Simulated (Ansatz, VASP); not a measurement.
Ni in VASP and in Ansatz

INCAR

```
PREC = Accurate
ENCUT = 600
EDIFF = 1E-6
ISMEAR = 1
SIGMA = 0.03
LREAL = False
LASPH = True
NELM = 120
ALGO = Normal
ISIF = 2
LWAVE = False
LCHARG = False
NBANDS = 11
GGA_COMPAT = False
```

KPOINTS

```
Automatic mesh
0
Gamma
  16 16 16
```

POSCAR

```
Ni
1.0
    0.0000000000      1.7104399105      1.7104399105
    1.7104399105      0.0000000000      1.7104399105
    1.7104399105      1.7104399105      0.0000000000
Ni
1
Direct
    0.0000000000      0.0000000000      0.0000000000
```

Input for Ansatz:

```yaml
crystal:
  lattice:
    - [0.0, 1.7104399105, 1.7104399105]
    - [1.7104399105, 0.0, 1.7104399105]
    - [1.7104399105, 1.7104399105, 0.0]
  atoms:
    - { symbol: Ni, position: [0.0, 0.0, 0.0] }
hamiltonian:
  xc: lda
  pseudopotentials:
    kind: paw
    azcp:
      Ni: "pseudopotentials/Ni.paw.azcp"
basis:
  ecutwfc: 420
  fft_grid_basis: typed
kpoints:
  mp_grid: { grid: [16, 16, 16], shift: [0, 0, 0] }
magnetization:
  spin_polarized: false
scf:
  occupations: { method: cold, width: 0.03 }
  lower_state_search: "off"
output:
  stress: true
  write_density: true
  write_potential: true
  elf: true
  volumetric_format: npy
```

Alike in both runs: task single point; functional LDA; k mesh 16 × 16 × 16; no spin polarisation.

|  | VASP | Ansatz |
| --- | --- | --- |
| version | VASP 6.6.1 | Ansatz 0.2.0 |
| potentials or method | VASP PAW LDA potentials, release 64 (Ni), cutoff 600 eV | plane waves (420 eV) with PAW, scalar-relativistic |
| occupations | methfessel-paxton of order 1, width 0.03 eV | cold, width 0.03 eV |
| valence electrons in the cell | 10 | 18 |

Ansatz gave:

| Item | Value |
| --- | --- |
| pressure (GPa) | -0.7 |

Question: What did VASP give for the same quantities?

Answer: Pressure (GPa): -0.8.

Ansatz warns that its potentials were made for another functional, while VASP's fit it. LDA's correlation is that of Perdew and Zunger in VASP and of Perdew and Wang (1992) in Ansatz. VASP's potentials hold 10 valence electrons a cell and Ansatz's 18, so a difference there can come from the potentials and not from the codes.
